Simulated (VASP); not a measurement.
A run of VASP 6.6.1:

Contents of INCAR:

```
SYSTEM = PrGaRu
ALGO = Normal ; EDIFF = 1E-6
ENCUT = 520 ; GGA = PE
ISIF = 2 ; ISMEAR = -1
ISPIN = 2 ; LASPH = .True.
LCHARG = .False. ; LMAXMIX = 6
LORBIT = 11 ; LREAL = .False.
LWAVE = .False. ; MAGMOM = 0 0 -2.2 -2.2 0 0
NBANDS = 53 ; NELM = 150
PREC = Accurate ; SIGMA = 0.011
```

KPOINTS

```
k-points
0
Gamma
  4 4 3
  0 0 0
```

Contents of POSCAR:

```
PrGaRu
1.0
    4.1923380200      0.0000000000      0.0000000000
    0.0000000000      4.1923380200      0.0000000000
    0.0000000000      0.0000000000      6.8805548800
Ru Pr Ga
2 2 2
Direct
    0.7500000000      0.2500000000      0.0000000000
    0.2500000000      0.7500000000      0.0000000000
    0.2500000000      0.2500000000      0.6760000000
    0.7500000000      0.7500000000      0.3240000000
    0.2500000000      0.2500000000      0.1730000000
    0.7500000000      0.7500000000      0.8270000000
```

Potentials or basis: VASP PAW PBE potentials, release 64 (Ru_pv, Pr, Ga_d).

Command:

```bash
$ cat potpaw_PBE.64/Ru_pv/POTCAR potpaw_PBE.64/Pr/POTCAR potpaw_PBE.64/Ga_d/POTCAR > POTCAR
$ mpirun -np 1 vasp_std > vasp.out
```

Hardware: 1 thread of Intel(R) Xeon(R) 6975P-C (Granite Rapids) (shared host).

**Question.** Estimate the wall time of this run.

**Answer.** It took 3.9 min on 1 thread of Intel(R) Xeon(R) 6975P-C (Granite Rapids), with other jobs on the host, peak memory 0.36 GiB. Counts: scf iterations 37, k points 12.
